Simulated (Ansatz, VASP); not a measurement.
## CdS in VASP and in Ansatz

POSCAR

```
CdS
1.0
    0.0000000000      2.9392148400      2.9392148400
    2.9392148400      0.0000000000      2.9392148400
    2.9392148400      2.9392148400      0.0000000000
Cd S
1 1
Direct
    0.0000000000      0.0000000000      0.0000000000
    0.2500000000      0.2500000000      0.2500000000
```

The input INCAR.step1:

```
ALGO     = Normal         # electronic algorithm
EDIFF    = 1E-5           # SCF threshold, eV
ENCUT    = 520            # plane-wave cutoff, eV
GGA      = PE             # functional
ISIF     = 2              # what is computed and relaxed
ISMEAR   = 0              # smearing method
LASPH    = T              # aspherical terms in the spheres
LREAL    = F              # projectors in reciprocal space
LWAVE    = T              # write WAVECAR
NBANDS   = 16             # bands
NELM     = 100            # most SCF steps
PREC     = Accurate       # precision mode
SIGMA    = 0.01           # smearing width, eV
```

Contents of INCAR.step2:

```
ALGO     = Normal         # electronic algorithm
EDIFF    = 1E-6           # SCF threshold, eV
ENCUT    = 520            # plane-wave cutoff, eV
GGA      = PE             # functional
HFSCREEN = 0.2079         # screening, 1/A
ISIF     = 2              # what is computed and relaxed
ISMEAR   = 0              # smearing method
ISTART   = 1            
LASPH    = T              # aspherical terms in the spheres
LCHARG   = T              # write CHGCAR
LELF     = T              # ELF
LHFCALC  = T              # exact exchange
LREAL    = F              # projectors in reciprocal space
LVHAR    = T            
LWAVE    = F              # write WAVECAR
NBANDS   = 16             # bands
NELM     = 100            # most SCF steps
PREC     = Accurate       # precision mode
PRECFOCK = Normal       
SIGMA    = 0.01           # smearing width, eV
```

KPOINTS

```
k-points
0
Gamma
  4 4 4
```

Input for Ansatz:

```yaml
crystal:
  lattice:
    - [0.0, 2.93921484, 2.93921484]
    - [2.93921484, 0.0, 2.93921484]
    - [2.93921484, 2.93921484, 0.0]
  atoms:
    - { symbol: Cd, position: [0.0, 0.0, 0.0] }
    - { symbol: S, position: [0.25, 0.25, 0.25] }
kpoints:
  mp_grid: { grid: [4, 4, 4] }
hamiltonian:
  xc: hse06
scf:
  occupations: { method: fixed }
  n_extra_bands: 4
output:
  forces: true
  stress: true
  eigenvalues: true
```

Alike in both runs: task single point; functional HSE06; k mesh 4 × 4 × 4; no spin polarisation.

|  | VASP | Ansatz |
| --- | --- | --- |
| version | VASP 6.6.1 | Ansatz 0.2.0 |
| potentials or method | VASP PAW PBE potentials, release 64 (Cd, S) | plane waves, PAW |
| plane-wave cutoff (eV) | 520 | 420 |
| occupations | gaussian, width 0.01 eV | fixed |
| valence electrons in the cell | 18 | 26 |

|  | VASP | Ansatz | Ansatz less VASP |
| --- | --- | --- | --- |
| gap on the k mesh at the Fermi level (eV) | 2.12 | 2.12 | -0.004 |
| pressure (GPa) | 0.6 | 0.4 | -0.28 |

VASP's potentials hold 18 valence electrons a cell and Ansatz's 26, so a difference there can come from the potentials and not from the codes. Ansatz's warnings: stress exchange threshold loose, stress scf threshold loose.

The k mesh is coarse, so the values compare programs but aren't converged.
